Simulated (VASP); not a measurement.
# NaH in VASP: a series of runs

Runs on NaH. Level: r2SCAN. Tasks: single point.

Program: VASP 6.6.1. These are calculated values, not measurements. Logs are shortened: lines on timing, memory, paths and dates and some standing lists are left out, and cuts for length are marked.

### 1 The cell of the first run

Symmetry: Pm-3m, No. 221, cubic system. Conventional cell: a = 2.955 Å, b = 2.955 Å, c = 2.955 Å, α = 90.00°, β = 90.00°, γ = 90.00°. Within 3.4 Å of Na (site symmetry m-3m) lie 8 H at 2.56 Å and 6 Na at 2.96 Å. Within 3.4 Å of H (site symmetry m-3m) lie 8 Na at 2.56 Å and 6 H at 2.96 Å.

### 2 Single point, r2SCAN

Input file POSCAR:

```
NaH
1.0
    2.9551000000      0.0000000000      0.0000000000
    0.0000000000      2.9551000000      0.0000000000
    0.0000000000      0.0000000000      2.9551000000
Na H
1 1
Direct
    0.0000000000      0.0000000000      0.0000000000
    0.5000000000      0.5000000000      0.5000000000
```

Input file INCAR.step1:

```
PREC = Accurate
ENCUT = 520
ISMEAR = 0
SIGMA = 0.01
LREAL = F
LASPH = T
NELM = 80
NBANDS = 11
GGA = PE
ALGO = Normal
EDIFF = 1E-4
LWAVE = T
LCHARG = F
```

Input file INCAR.step2:

```
PREC = Accurate
ENCUT = 520
EDIFF = 1E-6
ISMEAR = 0
SIGMA = 0.01
LREAL = F
LASPH = T
NELM = 80
ALGO = Normal
ISIF = 2
LWAVE = F
LCHARG = F
METAGGA = R2SCAN
LMIXTAU = T
NBANDS = 11
ISTART = 1
```

Input file KPOINTS:

```
regular mesh
0
Gamma
  6 6 6
```

Potentials or basis: VASP PAW PBE potentials, release 64 (Na_pv, H).

On the command line:

```sh
cat potpaw_PBE.64/Na_pv/POTCAR potpaw_PBE.64/H/POTCAR > POTCAR
cp INCAR.step1 INCAR
mpirun -np 1 vasp_std > vasp.out
cp INCAR.step2 INCAR
mpirun -np 1 vasp_std > vasp.out
```

OUTCAR:

```text
PREC = Accurate
   ENCUT = 520
   EDIFF = 1E-6
   ISMEAR = 0
   LREAL = F
   LASPH = T
   NELM = 80
   ISIF = 2
   METAGGA = R2SCAN
   ISTART = 1

 ion  position               nearest neighbor table
   1  0.000  0.000  0.000-
   2  0.500  0.500  0.500-

  LATTYP: Found a simple cubic cell.
 ALAT       =     2.9551000000

  Lattice vectors:

 A1 = (   2.9551000000,   0.0000000000,   0.0000000000)
 A2 = (   0.0000000000,   2.9551000000,   0.0000000000)
 A3 = (   0.0000000000,   0.0000000000,   2.9551000000)

Analysis of symmetry for initial positions (statically):
=====================================================================
 Subroutine PRICEL returns:
 Original cell was already a primitive cell.

 Routine SETGRP: Setting up the symmetry group for a
 simple cubic supercell.

 Subroutine GETGRP returns: Found 48 space group operations
 (whereof 48 operations were pure point group operations)
 out of a pool of 48 trial point group operations.

The static configuration has the point symmetry O_h .

Analysis of symmetry for dynamics (positions and initial velocities):
=====================================================================
 Subroutine PRICEL returns:
 Original cell was already a primitive cell.

 Routine SETGRP: Setting up the symmetry group for a
 simple cubic supercell.

 Subroutine GETGRP returns: Found 48 space group operations
 (whereof 48 operations were pure point group operations)
 out of a pool of 48 trial point group operations.

The dynamic configuration has the point symmetry O_h .

 Subroutine INISYM returns: Found 48 space group operations
 (whereof 48 operations are pure point group operations),
 and found     1 'primitive' translations

----------------------------------------------------------------------------------------

                                     Primitive cell

  volume of cell :      25.8058

  direct lattice vectors                    reciprocal lattice vectors
     2.955100000  0.000000000  0.000000000     0.338398024  0.000000000  0.000000000
     0.000000000  2.955100000  0.000000000     0.000000000  0.338398024  0.000000000
     0.000000000  0.000000000  2.955100000     0.000000000  0.000000000  0.338398024

  length of vectors
     2.955100000  2.955100000  2.955100000     0.338398024  0.338398024  0.338398024

  position of ions in fractional coordinates (direct lattice)
     0.000000000  0.000000000  0.000000000
     0.500000000  0.500000000  0.500000000

  ion indices of the primitive-cell ions
   primitive index   ion index
                 1           1
                 2           2

----------------------------------------------------------------------------------------

 KPOINTS: regular mesh

Automatic generation of k-mesh.
 Grid dimensions read from file:
 generate k-points for:    6    6    6

 Generating k-lattice:

  Cartesian coordinates                     Fractional coordinates (reciprocal lattice)
     0.056399671  0.000000000  0.000000000     0.166666667  0.000000000  0.000000000
     0.000000000  0.056399671  0.000000000     0.000000000  0.166666667  0.000000000
     0.000000000  0.000000000  0.056399671     0.000000000  0.000000000  0.166666667

  Length of vectors
     0.056399671  0.056399671  0.056399671

  Shift w.r.t. Gamma in fractional coordinates (k-lattice)
     0.000000000  0.000000000  0.000000000

 Subroutine IBZKPT returns following result:
 ===========================================

 Found     20 irreducible k-points:

 Following reciprocal coordinates:
            Coordinates               Weight
  0.000000  0.000000  0.000000      1.000000
  0.166667  0.000000  0.000000      6.000000
  0.333333  0.000000  0.000000      6.000000
  0.500000  0.000000  0.000000      3.000000
  0.166667  0.166667  0.000000     12.000000
  0.333333  0.166667  0.000000     24.000000
[... 12 lines left out ...]
  0.500000  0.500000  0.333333      6.000000
  0.500000  0.500000  0.500000      1.000000
   k-points           NKPTS =     20   k-points in BZ     NKDIM =     20   number of bands    NBANDS=     11
   number of dos      NEDOS =    301   number of ions     NIONS =      2
   total plane-waves  NPLWV =  13824
   dimension x,y,z NGX =    24 NGY =   24 NGZ =   24
   dimension x,y,z NGXF=    48 NGYF=   48 NGZF=   48
   ions per type =               1   1
   NGX,Y,Z   is equivalent  to a cutoff of  13.50, 13.50, 13.50 a.u.
   NGXF,Y,Z  is equivalent  to a cutoff of  27.00, 27.00, 27.00 a.u.
 SYSTEM =  unknown system
   PREC   = accura    normal or accurate (medium, high low for compatibility)
   ISTART =      1    job   : 0-new  1-cont  2-samecut
   ICHARG =      0    charge: 1-file 2-atom 10-const
   ISPIN  =      1    spin polarized calculation?
   LNONCOLLINEAR =      F non collinear calculations
   LSORBIT =      F    spin-orbit coupling
   LASPH  =      T    aspherical Exc in radial PAW
   ENCUT  =  520.0 eV  38.22 Ry    6.18 a.u.   5.49  5.49  5.49*2*pi/ulx,y,z
   NELM   =     80;   NELMIN=  2; NELMDL=  0     # of ELM steps
   EDIFF  = 0.1E-05   stopping-criterion for ELM
   LREAL  =      F    real-space projection
   EDIFFG = 0.1E-04   stopping-criterion for IOM
   NSW    =      0    number of steps for IOM
   IBRION =     -1    ionic relax: 0-MD 1-quasi-New 2-CG
   NFREE  =      0    steps in history (QN), initial steepest desc. (CG)
   ISIF   =      2    stress and relaxation
   ISYM   =      2    0-nonsym 1-usesym 2-fastsym
   POTIM  = 0.5000    time-step for ionic-motion
   TEBEG  =    0.0;   TEEND  =   0.0 temperature during run
   PSTRESS=    0.0 pullay stress
   NELECT =       8.0000    total number of electrons
   NUPDOWN=      -1.0000    fix difference up-down
   EMIN   =  10.00;   EMAX   =-10.00  energy-range for DOS
   EFERMI =   0.00;   METHOD = LEGACY
   ISMEAR =     0;   SIGMA  =   0.01  broadening in eV -4-tet -1-fermi 0-gaus
   EFERMI_NEDOS =   21; number of points for ismear=-14 and -15
   IALGO  =     38    algorithm
   IMIX   =      4    mixing-type and parameters
     AMIX     =   0.40;   BMIX     =  1.00
     AMIX_MAG =   1.60;   BMIX_MAG =  1.00
  volume/ion in A,a.u.               =      12.90        87.07
  Fermi-wavevector in a.u.,A,eV,Ry     =   1.107982  2.093782 16.702835  1.227624
  Thomas-Fermi vector in A             =   2.244503
   LORBIT       =      0    0 simple, 1 ext, 2 COOP (PROOUT), +10 PAW based schemes
   METAGGA = R2SCAN    functional components
   LHFCALC =     F    Hartree Fock is set to
   AEXX    =    0.0000 exact exchange contribution
   IVDW    =     0    specifies the selected vdW correction
   LEPSILON=     F    determine dielectric tensor
   LRPA    =     F    only Hartree local field effects (RPA)
 non-spin polarized calculation
 Gauss-broadening in eV      SIGMA  =   0.01
  energy-cutoff  :      520.00
  volume of cell :       25.81
 maximum number of plane-waves:       739
 NGX is ok and might be reduce to    24
   NGX = 11   NGY = 11   NGZ = 11

 number of electron       8.0000007 magnetization

 Free energy of the ion-electron system (eV)
  ---------------------------------------------------
  ext. energy  EPLUGINS =         0.00000000
  ---------------------------------------------------
  free energy    TOTEN  =        -7.29061094 eV

  energy without entropy =       -7.29061094  energy(sigma->0) =       -7.29061094

 E-fermi :   1.1209     XC(G=0):  -8.5609

 val. band max:        1.0608600410   @ k =   0.5000   0.5000   0.5000
 cond. band min:       2.6636987440   @ k =   0.5000   0.0000   0.0000
 fundamental gap:      1.6028387030
 Fermi energy:         1.1208527731

 k-point     1 :       0.0000    0.0000    0.0000
  band No.  band energies     occupation
      1     -24.4239      2.00000
      2     -24.4239      2.00000
      3     -24.4239      2.00000
      4      -4.8984      2.00000
      5      10.7455      0.00000
      6      12.6451      0.00000
      7      12.6451      0.00000
      8      14.3458      0.00000
      9      14.3458      0.00000
     10      14.3458      0.00000
     11      27.5849      0.00000

 k-point     2 :       0.1667    0.0000    0.0000
  band No.  band energies     occupation
      1     -24.4659      2.00000
      2     -24.4202      2.00000
      3     -24.4202      2.00000
      4      -4.4658      2.00000
      5       8.0671      0.00000
      6      11.8536      0.00000
      7      13.1106      0.00000
      8      14.6565      0.00000
      9      14.6565      0.00000
     10      18.8676      0.00000
     11      24.7948      0.00000

 k-point     3 :       0.3333    0.0000    0.0000
  band No.  band energies     occupation
      1     -24.5489      2.00000
      2     -24.4129      2.00000
      3     -24.4129      2.00000
      4      -3.3238      2.00000
      5       4.4156      0.00000
      6      12.5621      0.00000
      7      14.4523      0.00000
      8      15.4894      0.00000
      9      15.4894      0.00000
     10      20.9761      0.00000
     11      21.6918      0.00000

 k-point     4 :       0.5000    0.0000    0.0000
  band No.  band energies     occupation
      1     -24.5899      2.00000
      2     -24.4092      2.00000
      3     -24.4092      2.00000
      4      -2.4318      2.00000
      5       2.6637      0.00000
      6      13.0046      0.00000
      7      15.8429      0.00000
      8      16.1482      0.00000
      9      16.1482      0.00000
     10      18.6087      0.00000
     11      20.2525      0.00000

 k-point     5 :       0.1667    0.1667    0.0000
  band No.  band energies     occupation
      1     -24.4644      2.00000
      2     -24.4581      2.00000
      3     -24.4166      2.00000
      4      -4.0485      2.00000
      5       7.9883      0.00000
      6       9.1621      0.00000
      7      12.8694      0.00000
      8      14.9903      0.00000
      9      18.5171      0.00000
     10      19.5036      0.00000
     11      21.0987      0.00000
[... 155 lines left out ...]
 k-point    17 :       0.3333    0.3333    0.3333
  band No.  band energies     occupation
      1     -24.5180      2.00000
      2     -24.5110      2.00000
      3     -24.5110      2.00000
      4      -0.7503      2.00000
      5       6.9682      0.00000
      6       8.1809      0.00000
      7       8.1809      0.00000
      8      13.8215      0.00000
      9      13.8215      0.00000
     10      15.2074      0.00000
     11      22.5585      0.00000

 k-point    18 :       0.5000    0.3333    0.3333
  band No.  band energies     occupation
      1     -24.5499      2.00000
      2     -24.5099      2.00000
      3     -24.5057      2.00000
      4      -0.1188      2.00000
      5       6.1871      0.00000
      6       8.3498      0.00000
      7       9.3263      0.00000
      8      11.7913      0.00000
      9      13.0010      0.00000
     10      14.9236      0.00000
     11      21.3408      0.00000

 k-point    19 :       0.5000    0.5000    0.3333
  band No.  band energies     occupation
      1     -24.5437      2.00000
      2     -24.5437      2.00000
      3     -24.5026      2.00000
      4       0.4666      2.00000
      5       7.3024      0.00000
      6       7.3024      0.00000
      7       9.8520      0.00000
      8      10.4064      0.00000
      9      13.0773      0.00000
     10      13.0773      0.00000
     11      20.0502      0.00000

 k-point    20 :       0.5000    0.5000    0.5000
  band No.  band energies     occupation
      1     -24.5379      2.00000
      2     -24.5379      2.00000
      3     -24.5379      2.00000
      4       1.0609      2.00000
      5       8.3390      0.00000
      6       8.3390      0.00000
      7       8.3390      0.00000
      8      11.1531      0.00000
      9      11.1531      0.00000
     10      11.1531      0.00000
     11      18.6847      0.00000

------------------------ aborting loop because EDIFF is reached ----------------------------------------

  FORCE on cell =-STRESS in cart. coord.  units (eV):
  Direction    XX          YY          ZZ          XY          YZ          ZX
  --------------------------------------------------------------------------------------
  -------------------------------------------------------------------------------------
  Total       -0.1450393     -0.1450393     -0.1450393      0.0000000     -0.0000000      0.0000000
  in kB       -9.0049144     -9.0049144     -9.0049144      0.0000000     -0.0000000      0.0000000
  external PRESSURE =      -9.0049144 kB  Pullay stress =       0.0000000 kB

 VOLUME and BASIS-vectors are now :
 -----------------------------------------------------------------------------
  energy-cutoff  :      520.00
  volume of cell :       25.81
      direct lattice vectors                 reciprocal lattice vectors
     2.955100000  0.000000000  0.000000000     0.338398024  0.000000000  0.000000000
     0.000000000  2.955100000  0.000000000     0.000000000  0.338398024  0.000000000
     0.000000000  0.000000000  2.955100000     0.000000000  0.000000000  0.338398024

 POSITION                                       TOTAL-FORCE (eV/Angst)
 -----------------------------------------------------------------------------------
      0.00000      0.00000      0.00000         0.000000      0.000000      0.000000
      1.47755      1.47755      1.47755         0.000000      0.000000      0.000000
 -----------------------------------------------------------------------------------
    total drift:                                0.000000      0.000000     -0.000000

  FREE ENERGIE OF THE ION-ELECTRON SYSTEM (eV)
  ---------------------------------------------------
  free  energy   TOTEN  =        -7.2906109389 eV

  energy  without entropy=       -7.2906109389  energy(sigma->0) =       -7.29061094
```

Run time: 14 s. Hardware: 1 thread of AMD EPYC 9R14 (Zen 4), shared host; peak memory 0.11 GiB.

Results:

```yaml
Free_energy: -7.2906 eV
Pressure: -0.9 GPa
Band_gap_on_the_k_mesh: 1.60 eV, indirect (least direct gap 5.10 eV)
```

Levels at points of the mesh, in eV from the valence-band top:
| k point | band 1 | band 2 | band 3 | band 4 | band 5 | band 6 | band 7 | band 8 | band 9 |
| --- | --- | --- | --- | --- | --- | --- | --- | --- | --- |
| (0.00, 0.00, 0.00) | -25.48 | -25.48 | -25.48 | -5.96 | 9.68 | 11.58 | 11.58 | 13.28 | 13.28 |
| (0.50, 0.00, 0.00) | -25.65 | -25.47 | -25.47 | -3.49 | 1.60 | 11.94 | 14.78 | 15.09 | 15.09 |
| (0.50, 0.50, 0.00) | -25.62 | -25.62 | -25.46 | -1.82 | 4.81 | 4.81 | 7.75 | 15.66 | 19.42 |
| (0.50, 0.50, 0.50) | -25.60 | -25.60 | -25.60 | 0.00 | 7.28 | 7.28 | 7.28 | 10.09 | 10.09 |

Caveat: the PAW data sets were made with another functional, which shifts forces and pressure a little.

### 3 Single point, r2SCAN

Edit POSCAR of step 2 so:

```diff
@@ -8,3 +8,3 @@
 Direct
-    0.0000000000      0.0000000000      0.0000000000
+    0.0101519407      0.0000000000      0.0000000000
     0.5000000000      0.5000000000      0.5000000000
```

Input file INCAR.step1:

```
  ALGO = Normal
  EDIFF = 1E-4
  ENCUT = 520
  GGA = PE
  ISMEAR = 0
  LASPH = T
  LCHARG = F
  LREAL = F
  LWAVE = T
  NBANDS = 11
  NELM = 100
  PREC = Accurate
  SIGMA = 0.01
```

Input file INCAR.step2:

```
  ALGO = Normal
  EDIFF = 1E-7
  ENCUT = 520
  ISIF = 2
  ISMEAR = 0
  ISTART = 1
  LASPH = T
  LCHARG = F
  LMIXTAU = T
  LREAL = F
  LWAVE = F
  METAGGA = R2SCAN
  NBANDS = 11
  NELM = 100
  PREC = Accurate
  SIGMA = 0.01
```

Input file KPOINTS:

```
k-points
0
Gamma
  6 6 6
```

Potentials or basis: VASP PAW PBE potentials, release 64 (Na_pv, H).

On the command line:

```sh
cat potpaw_PBE.64/Na_pv/POTCAR potpaw_PBE.64/H/POTCAR > POTCAR
cp INCAR.step1 INCAR
mpirun -np 1 vasp_std > vasp.out
cp INCAR.step2 INCAR
mpirun -np 1 vasp_std > vasp.out
```

It took 31 s on 1 thread of AMD EPYC 9R14 (Zen 4), shared host; peak memory 0.11 GiB.

Results (log left out):

```
Free energy            : -7.2900 eV
Pressure               : -0.8 GPa
Largest force          : 0.015 eV/Å
Band gap on the k mesh : 1.60 eV, indirect (least direct gap 5.09 eV)
```

Forces on the atoms (eV/Å):
```
Na  -0.015  0.000  0.000
H    0.015  0.000  0.000
```

Levels at points of the mesh, in eV from the valence-band top:
| k point | band 1 | band 2 | band 3 | band 4 | band 5 | band 6 | band 7 | band 8 |
| --- | --- | --- | --- | --- | --- | --- | --- | --- |
| (0.00, 0.00, 0.00) | -25.48 | -25.48 | -25.48 | -5.96 | 9.68 | 11.58 | 11.58 | 13.29 |
| (0.50, 0.00, 0.00) | -25.65 | -25.47 | -25.47 | -3.49 | 1.60 | 11.95 | 14.78 | 15.09 |
| (0.00, 0.50, 0.00) | -25.65 | -25.47 | -25.47 | -3.49 | 1.60 | 11.94 | 14.78 | 15.09 |
| (0.50, 0.50, 0.00) | -25.62 | -25.62 | -25.46 | -1.82 | 4.81 | 4.81 | 7.75 | 15.66 |
| (0.00, 0.50, 0.50) | -25.62 | -25.62 | -25.46 | -1.82 | 4.81 | 4.81 | 7.75 | 15.66 |
| (0.50, 0.50, 0.50) | -25.60 | -25.60 | -25.60 | 0.00 | 7.28 | 7.28 | 7.28 | 10.09 |

Caveat: the PAW data sets were made with another functional, which shifts forces and pressure a little. r2SCAN opens gaps a little over a GGA but as a rule still falls short of measured ones.
